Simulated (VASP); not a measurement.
# Re (P6/mmm) in VASP: notebook

The runs below take Re through single point, with PBE.

All numbers are computed with VASP 6.6.1; they aren't measurements. Logs are shortened: lines on timing, memory, paths and dates and some standing lists are left out, and cuts for length are marked.

### 1 The cell of the first run

It takes space group P6/mmm (No. 191, hexagonal). Conventional cell: a = 2.505 Å, b = 2.505 Å, c = 2.254 Å, α = 90.00°, β = 90.00°, γ = 120.00°. Re (site symmetry 6/mmm) has 8 Re at 2.25 to 2.51 Å within 3.0 Å.

This isn't the form of Re at room conditions, which is hcp.

### 2 Single point, PBE

File INCAR:

```
SYSTEM = Re
ALGO = Normal
EDIFF = 1E-6
ENCUT = 520
GGA = PE
ISIF = 2
ISMEAR = -1
LASPH = .True.
LCHARG = .False.
LREAL = .False.
LWAVE = .False.
NBANDS = 10
NELM = 60
PREC = Accurate
SIGMA = 0.08
```

File KPOINTS:

```
k-points
0
Gamma
  16 16 15
  0 0 0
```

File POSCAR:

```
Re
1.0
    2.5054259569      0.0000000000      0.0000000000
   -1.2527129784      2.1697625260      0.0000000000
    0.0000000000      0.0000000000      2.2542782086
Re
1
Direct
    0.0000000000      0.0000000000      0.0000000000
```

Potentials or basis: VASP PAW PBE potentials, release 64 (Re).

On the command line:

```
cat potpaw_PBE.64/Re/POTCAR > POTCAR
mpirun -np 1 vasp_std > vasp.out
```

OUTCAR:

```text
SYSTEM = Re
   EDIFF = 1E-6
   ENCUT = 520
   GGA = PE
   ISIF = 2
   ISMEAR = -1
   LASPH = .True.
   LREAL = .False.
   NELM = 60
   PREC = Accurate

 ion  position               nearest neighbor table
   1  0.000  0.000  0.000-

  LATTYP: Found a hexagonal cell.
 ALAT       =     2.5054259569
 C/A-ratio  =     0.8997584632

  Lattice vectors:

 A1 = (   2.5054259569,   0.0000000000,   0.0000000000)
 A2 = (  -1.2527129784,   2.1697625260,   0.0000000000)
 A3 = (   0.0000000000,   0.0000000000,   2.2542782086)

Analysis of symmetry for initial positions (statically):
=====================================================================
 Subroutine PRICEL returns:
 Original cell was already a primitive cell.

 Routine SETGRP: Setting up the symmetry group for a
 hexagonal supercell.

 Subroutine GETGRP returns: Found 24 space group operations
 (whereof 24 operations were pure point group operations)
 out of a pool of 24 trial point group operations.

The static configuration has the point symmetry D_6h.

Analysis of symmetry for dynamics (positions and initial velocities):
=====================================================================
 Subroutine PRICEL returns:
 Original cell was already a primitive cell.

 Routine SETGRP: Setting up the symmetry group for a
 hexagonal supercell.

 Subroutine GETGRP returns: Found 24 space group operations
 (whereof 24 operations were pure point group operations)
 out of a pool of 24 trial point group operations.

The dynamic configuration has the point symmetry D_6h.

 Subroutine INISYM returns: Found 24 space group operations
 (whereof 24 operations are pure point group operations),
 and found     1 'primitive' translations

----------------------------------------------------------------------------------------

                                     Primitive cell

  volume of cell :      12.2547

  direct lattice vectors                    reciprocal lattice vectors
     2.505425957  0.000000000  0.000000000     0.399133727  0.230439965  0.000000000
    -1.252712978  2.169762526  0.000000000     0.000000000  0.460879929  0.000000000
     0.000000000  0.000000000  2.254278209     0.000000000  0.000000000  0.443600970

  length of vectors
     2.505425957  2.505425957  2.254278209     0.460879929  0.460879929  0.443600970

[... 80 lines left out ...]
   EDIFFG = 0.1E-04   stopping-criterion for IOM
   NSW    =      0    number of steps for IOM
   IBRION =     -1    ionic relax: 0-MD 1-quasi-New 2-CG
   NFREE  =      0    steps in history (QN), initial steepest desc. (CG)
   ISIF   =      2    stress and relaxation
   ISYM   =      2    0-nonsym 1-usesym 2-fastsym
   POTIM  = 0.5000    time-step for ionic-motion
   TEBEG  =    0.0;   TEEND  =   0.0 temperature during run
   PSTRESS=    0.0 pullay stress
   NELECT =       7.0000    total number of electrons
   NUPDOWN=      -1.0000    fix difference up-down
   EMIN   =  10.00;   EMAX   =-10.00  energy-range for DOS
   EFERMI =   0.00;   METHOD = LEGACY
   ISMEAR =    -1;   SIGMA  =   0.08  broadening in eV -4-tet -1-fermi 0-gaus
   EFERMI_NEDOS =   21; number of points for ismear=-14 and -15
   IALGO  =     38    algorithm
   IMIX   =      4    mixing-type and parameters
     AMIX     =   0.40;   BMIX     =  1.00
     AMIX_MAG =   1.60;   BMIX_MAG =  1.00
  volume/ion in A,a.u.               =      12.25        82.70
  Fermi-wavevector in a.u.,A,eV,Ry     =   1.358336  2.566882 25.103777  1.845076
  Thomas-Fermi vector in A             =   2.485178
   LORBIT       =      0    0 simple, 1 ext, 2 COOP (PROOUT), +10 PAW based schemes
   GGA     = PE    functional components
   LHFCALC =     F    Hartree Fock is set to
   AEXX    =    0.0000 exact exchange contribution
   IVDW    =     0    specifies the selected vdW correction
   LEPSILON=     F    determine dielectric tensor
   LRPA    =     F    only Hartree local field effects (RPA)
 non-spin polarized calculation
  energy-cutoff  :      520.00
  volume of cell :       12.25
 maximum number of plane-waves:       344
 NGX is ok and might be reduce to    20
   NGX =  9   NGY =  9   NGZ =  9

 number of electron       6.9999999 magnetization

 Free energy of the ion-electron system (eV)
  ---------------------------------------------------
  ext. energy  EPLUGINS =         0.00000000
  ---------------------------------------------------
  free energy    TOTEN  =        -9.92770399 eV

  energy without entropy =       -9.91048033  energy(sigma->0) =       -9.91909216

 E-fermi :  11.1133     XC(G=0): -14.6534

 val. band max:       11.1128786321   @ k =   0.2500   0.0625   0.2000
 cond. band min:      11.1189632693   @ k =   0.3125   0.0625   0.2667
 fundamental gap:      0.0060846372
 Fermi energy:        11.1132718518

 k-point     1 :       0.0000    0.0000    0.0000
  band No.  band energies     occupation
      1      -0.6194      2.00000
      2       2.9988      2.00000
      3       8.1365      2.00000
      4       8.1365      2.00000
      5      16.9504      0.00000
      6      16.9504      0.00000
      7      24.4688      0.00000
      8      30.4973      0.00000
      9      35.3913      0.00000
     10      35.3914      0.00000
[... 287 lines left out ...]
 k-point    24 :       0.2500    0.1875    0.0000
  band No.  band energies     occupation
      1       3.7031      2.00000
      2       4.8889      2.00000
      3       6.5546      2.00000
      4      12.8426      0.00000
      5      15.1907      0.00000
      6      15.8446      0.00000
      7      23.6902      0.00000
      8      26.0304      0.00000
      9      33.5439      0.00000
     10      39.1752      0.00000

 [... further k-points ...]

------------------------ aborting loop because EDIFF is reached ----------------------------------------

  FORCE on cell =-STRESS in cart. coord.  units (eV):
  Direction    XX          YY          ZZ          XY          YZ          ZX
  --------------------------------------------------------------------------------------
  -------------------------------------------------------------------------------------
  Total       11.7794354     11.7794354     10.7249159      0.0000000      0.0000000      0.0000000
  in kB     1540.0462615   1540.0462616   1402.1781213      0.0000000      0.0000000      0.0000000
  external PRESSURE =    1494.0902148 kB  Pullay stress =       0.0000000 kB

 VOLUME and BASIS-vectors are now :
 -----------------------------------------------------------------------------
  energy-cutoff  :      520.00
  volume of cell :       12.25
      direct lattice vectors                 reciprocal lattice vectors
     2.505425957  0.000000000  0.000000000     0.399133727  0.230439965  0.000000000
    -1.252712978  2.169762526  0.000000000     0.000000000  0.460879929  0.000000000
     0.000000000  0.000000000  2.254278209     0.000000000  0.000000000  0.443600970

 POSITION                                       TOTAL-FORCE (eV/Angst)
 -----------------------------------------------------------------------------------
      0.00000      0.00000      0.00000         0.000000      0.000000      0.000000
 -----------------------------------------------------------------------------------
    total drift:                               -0.000000      0.000000      0.000000

  FREE ENERGIE OF THE ION-ELECTRON SYSTEM (eV)
  ---------------------------------------------------
  free  energy   TOTEN  =        -9.9277039917 eV

  energy  without entropy=       -9.9104803319  energy(sigma->0) =       -9.91909216
```

OSZICAR:

```text
N       E                     dE             d eps       ncg     rms          rms(c)
DAV:   1     0.930034158230E+01    0.93003E+01   -0.35994E+03  7466   0.826E+02
DAV:   2    -0.993162057078E+01   -0.19232E+02   -0.17777E+02  7406   0.182E+02
DAV:   3    -0.103352583512E+02   -0.40364E+00   -0.39400E+00  7792   0.426E+01
DAV:   4    -0.103375529168E+02   -0.22946E-02   -0.22890E-02  7650   0.167E+00
DAV:   5    -0.103375593613E+02   -0.64445E-05   -0.64445E-05  7018   0.361E-02    0.429E+01
DAV:   6    -0.100666258376E+02    0.27093E+00   -0.88146E-02  7652   0.507E+00    0.242E+01
DAV:   7    -0.992857210277E+01    0.13805E+00   -0.13837E-01  7742   0.589E+00    0.401E-01
DAV:   8    -0.992767385081E+01    0.89825E-03   -0.22013E-03  6744   0.837E-01    0.199E-01
DAV:   9    -0.992770749124E+01   -0.33640E-04   -0.62464E-05  7410   0.751E-02    0.279E-02
DAV:  10    -0.992770498118E+01    0.25101E-05   -0.99735E-06  7424   0.467E-02    0.919E-03
DAV:  11    -0.992770399171E+01    0.98947E-06   -0.14191E-07  3618   0.140E-02
   1 F= -.99277040E+01 E0= -.99190922E+01  d E =-.172237E-01
```

stdout:

```text
POSCAR found type information on POSCAR Re
 POSCAR found :  1 types and       1 ions
 scaLAPACK will be used
 LDA part: xc-table for (Slater+PW92), standard interpolation
 POSCAR, INCAR and KPOINTS ok, starting setup
 FFT: planning ... GRIDC
 FFT: planning ... GRID_SOFT
 FFT: planning ... GRID
 WAVECAR not read
 entering main loop
```

Run time: 39 s. Hardware: 1 thread of Intel Xeon 8259CL, shared host; peak memory 0.15 GiB.

Results:

```
Free energy            : -9.9277 eV
Pressure               : 149.4 GPa
Band gap on the k mesh : zero (an odd number of electrons rules out a gap without spin polarisation)
```

Stress tensor (GPa, compression positive):
```
154.00   0.00   0.00
  0.00 154.00   0.00
  0.00   0.00 140.22
```

Caveat: the stress differs along the axes, from 140 to 154 GPa; spin-orbit coupling is left out, which moves the levels of the heavy elements.

### 3 Single point, PBE (12.25 Å³/atom)

File INCAR:

```
SYSTEM = Re
PREC = Accurate ; ENCUT = 520
EDIFF = 1E-6 ; ISMEAR = -1
SIGMA = 0.08 ; LREAL = .False.
LASPH = .True. ; NELM = 100
ALGO = Normal ; ISIF = 2
LWAVE = .False. ; LCHARG = .False.
GGA = PE ; NBANDS = 10
```

File KPOINTS:

```
Automatic mesh
0
Gamma
  16 16 15
  0 0 0
```

POSCAR: that of step 2 with these lines changed.

```diff
@@ -2,3 +2,3 @@
 1.0
-    2.5054259569      0.0000000000      0.0000000000
+    2.5054259570      0.0000000000      0.0000000000
    -1.2527129784      2.1697625260      0.0000000000
```

Potentials or basis: VASP PAW PBE potentials, release 64 (Re).

On the command line:

```
cat potpaw_PBE.64/Re/POTCAR > POTCAR
mpirun -np 1 vasp_std > vasp.out
```

OUTCAR:

```text
SYSTEM = Re
   PREC = Accurate
   ENCUT = 520
   EDIFF = 1E-6
   ISMEAR = -1
   LREAL = .False.
   LASPH = .True.
   NELM = 100
   ISIF = 2
   GGA = PE

 ion  position               nearest neighbor table
   1  0.000  0.000  0.000-

  LATTYP: Found a hexagonal cell.
 ALAT       =     2.5054259570
 C/A-ratio  =     0.8997584631

  Lattice vectors:

 A1 = (   2.5054259570,   0.0000000000,   0.0000000000)
 A2 = (  -1.2527129784,   2.1697625260,   0.0000000000)
 A3 = (   0.0000000000,   0.0000000000,   2.2542782086)

Analysis of symmetry for initial positions (statically):
=====================================================================
 Subroutine PRICEL returns:
 Original cell was already a primitive cell.

 Routine SETGRP: Setting up the symmetry group for a
 hexagonal supercell.

 Subroutine GETGRP returns: Found 24 space group operations
 (whereof 24 operations were pure point group operations)
 out of a pool of 24 trial point group operations.

The static configuration has the point symmetry D_6h.

Analysis of symmetry for dynamics (positions and initial velocities):
=====================================================================
 Subroutine PRICEL returns:
 Original cell was already a primitive cell.

 Routine SETGRP: Setting up the symmetry group for a
 hexagonal supercell.

 Subroutine GETGRP returns: Found 24 space group operations
 (whereof 24 operations were pure point group operations)
 out of a pool of 24 trial point group operations.

The dynamic configuration has the point symmetry D_6h.

 Subroutine INISYM returns: Found 24 space group operations
 (whereof 24 operations are pure point group operations),
 and found     1 'primitive' translations

----------------------------------------------------------------------------------------

                                     Primitive cell
[... 111 lines left out ...]
  Fermi-wavevector in a.u.,A,eV,Ry     =   1.358336  2.566882 25.103777  1.845076
  Thomas-Fermi vector in A             =   2.485178
   LORBIT       =      0    0 simple, 1 ext, 2 COOP (PROOUT), +10 PAW based schemes
   GGA     = PE    functional components
   LHFCALC =     F    Hartree Fock is set to
   AEXX    =    0.0000 exact exchange contribution
   IVDW    =     0    specifies the selected vdW correction
   LEPSILON=     F    determine dielectric tensor
   LRPA    =     F    only Hartree local field effects (RPA)
 non-spin polarized calculation
  energy-cutoff  :      520.00
  volume of cell :       12.25
 maximum number of plane-waves:       344
 NGX is ok and might be reduce to    20
   NGX =  9   NGY =  9   NGZ =  9

 number of electron       6.9999999 magnetization

 Free energy of the ion-electron system (eV)
  ---------------------------------------------------
  ext. energy  EPLUGINS =         0.00000000
  ---------------------------------------------------
  free energy    TOTEN  =        -9.92770399 eV

  energy without entropy =       -9.91048033  energy(sigma->0) =       -9.91909216

 E-fermi :  11.1133     XC(G=0): -14.6534

 val. band max:       11.1128786323   @ k =   0.2500   0.0625   0.2000
 cond. band min:      11.1189632701   @ k =   0.3125   0.0625   0.2667
 fundamental gap:      0.0060846378
 Fermi energy:        11.1132718522

 k-point     1 :       0.0000    0.0000    0.0000
  band No.  band energies     occupation
      1      -0.6194      2.00000
      2       2.9988      2.00000
      3       8.1365      2.00000
      4       8.1365      2.00000
      5      16.9504      0.00000
      6      16.9504      0.00000
      7      24.4688      0.00000
      8      30.4973      0.00000
      9      35.3913      0.00000
     10      35.3914      0.00000
[... 287 lines left out ...]
 k-point    24 :       0.2500    0.1875    0.0000
  band No.  band energies     occupation
      1       3.7031      2.00000
      2       4.8889      2.00000
      3       6.5546      2.00000
      4      12.8426      0.00000
      5      15.1907      0.00000
      6      15.8446      0.00000
      7      23.6902      0.00000
      8      26.0304      0.00000
      9      33.5439      0.00000
     10      39.1752      0.00000

 [... further k-points ...]

------------------------ aborting loop because EDIFF is reached ----------------------------------------

  FORCE on cell =-STRESS in cart. coord.  units (eV):
  Direction    XX          YY          ZZ          XY          YZ          ZX
  --------------------------------------------------------------------------------------
  -------------------------------------------------------------------------------------
  Total       11.7794354     11.7794354     10.7249159      0.0000000      0.0000000      0.0000000
  in kB     1540.0462620   1540.0462619   1402.1781209      0.0000001      0.0000000      0.0000000
  external PRESSURE =    1494.0902149 kB  Pullay stress =       0.0000000 kB

 VOLUME and BASIS-vectors are now :
 -----------------------------------------------------------------------------
  energy-cutoff  :      520.00
  volume of cell :       12.25
      direct lattice vectors                 reciprocal lattice vectors
     2.505425957  0.000000000  0.000000000     0.399133727  0.230439965  0.000000000
    -1.252712978  2.169762526  0.000000000     0.000000000  0.460879929  0.000000000
     0.000000000  0.000000000  2.254278209     0.000000000  0.000000000  0.443600970

 POSITION                                       TOTAL-FORCE (eV/Angst)
 -----------------------------------------------------------------------------------
      0.00000      0.00000      0.00000         0.000000      0.000000      0.000000
 -----------------------------------------------------------------------------------
    total drift:                               -0.000000     -0.000000      0.000000

  FREE ENERGIE OF THE ION-ELECTRON SYSTEM (eV)
  ---------------------------------------------------
  free  energy   TOTEN  =        -9.9277039917 eV

  energy  without entropy=       -9.9104803319  energy(sigma->0) =       -9.91909216
```

stdout:

```text
POSCAR found type information on POSCAR Re
 POSCAR found :  1 types and       1 ions
 scaLAPACK will be used
 LDA part: xc-table for (Slater+PW92), standard interpolation
 POSCAR, INCAR and KPOINTS ok, starting setup
 FFT: planning ... GRIDC
 FFT: planning ... GRID_SOFT
 FFT: planning ... GRID
 WAVECAR not read
 entering main loop
```

It took 39 s on 1 thread of Intel Xeon 8259CL, shared host; peak memory 0.15 GiB.

Results:

* Free energy: -9.9277 eV
* Pressure: 149.4 GPa
* Band gap on the k mesh: zero (an odd number of electrons rules out a gap without spin polarisation)

Stress tensor (GPa, compression positive):
```
154.00   0.00   0.00
  0.00 154.00   0.00
  0.00   0.00 140.22
```

Levels at points of the mesh, in eV from the Fermi level:
```tsv
k point	band 1	band 2	band 3	band 4	band 5	band 6	band 7	band 8
(0.00, 0.00, 0.00)	-11.73	-8.11	-2.98	-2.98	5.84	5.84	13.36	19.38
(0.50, 0.00, 0.00)	-8.97	-6.73	-0.18	0.81	4.72	5.62	11.89	14.83
```

Caveat: the stress differs along the axes, from 140 to 154 GPa; spin-orbit coupling is left out, which moves the levels of the heavy elements.
